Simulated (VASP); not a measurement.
Write the native input for VASP 6.6.1 that does the following.

* Task: single point
* Functional: PBE
* Dispersion: D3(BJ)
* Potentials or basis: VASP PAW PBE potentials, release 64 (W_sv, C, H)
* Cutoff: 520 eV
* k mesh: 6 × 6 × 1
* Occupations: gaussian, width 0.1 eV
* Spin: no spin polarisation
* Dipole correction: yes
* Further INCAR settings: LREAL = Auto; ALGO = Fast; EDIFF = 1e-06; NBANDS = 130

The structure of HW16C lies in POSCAR:

```
HW16C
1.0
    5.4721979736      0.0000000000      0.0000000000
   -1.8240659912      5.1592377269      0.0000000000
    0.0000000000      0.0000000000     26.8020464035
W C H
16 1 1
Direct
    0.2500000000      0.2500000000      0.3171399628
    0.2500000000      0.7500000000      0.3171399628
    0.7500000000      0.2500000000      0.3171399628
    0.7500000000      0.7500000000      0.3171399628
    0.5000000000      0.5000000000      0.4004923843
    0.5000000000      0.0000000000      0.4004923843
    0.0000000000      0.5000000000      0.4004923843
    0.0000000000      0.0000000000      0.4004923843
    0.7470893516      0.7470893516      0.4833963191
    0.7536851177      0.2463148823      0.4849329184
    0.2463148823      0.7536851177      0.4849329184
    0.2529106484      0.2529106484      0.4833963191
    0.0000000000      0.0000000000      0.5705231211
    0.0000000000      0.5000000000      0.5661830010
    0.5000000000      0.0000000000      0.5661830010
    0.5000000000      0.5000000000      0.5632476198
    0.0000000000      0.0000000000      0.6397437418
    0.0000000000      0.0000000000      0.6805323368
```

These files were run (other wordings do the same):

INCAR

```
SYSTEM = HW16C
PREC = Accurate
ENCUT = 520
EDIFF = 1E-6
ISMEAR = 0
SIGMA = 0.1
LREAL = Auto
LASPH = .TRUE.
NELM = 100
ALGO = Fast
ISIF = 2
LWAVE = .FALSE.
LCHARG = .FALSE.
LDIPOL = .TRUE.
IDIPOL = 3
DIPOL = 0.5 0.5 0.466
GGA = PE
IVDW = 12
NBANDS = 130
```

KPOINTS

```
regular mesh
0
G
  6 6 1
  0 0 0
```

Potentials or basis: VASP PAW PBE potentials, release 64 (W_sv, C, H).

The run is started by

```console
$ cat potpaw_PBE.64/W_sv/POTCAR potpaw_PBE.64/C/POTCAR potpaw_PBE.64/H/POTCAR > POTCAR
$ mpirun -np 1 vasp_std > vasp.out
```

It gave:

```yaml
Largest_force: 0.570 eV/Å
Band_gap_on_the_k_mesh: zero (an odd number of electrons rules out a gap without spin polarisation)
Dispersion_energy_per_atom: -0.458 eV
```

Caveat: spin-orbit coupling is left out, which moves the levels of the heavy elements.

Wall time 110 min on 1 thread of Oxide Virtual Turin-like Processor (shared host), peak memory 1.2 GiB.
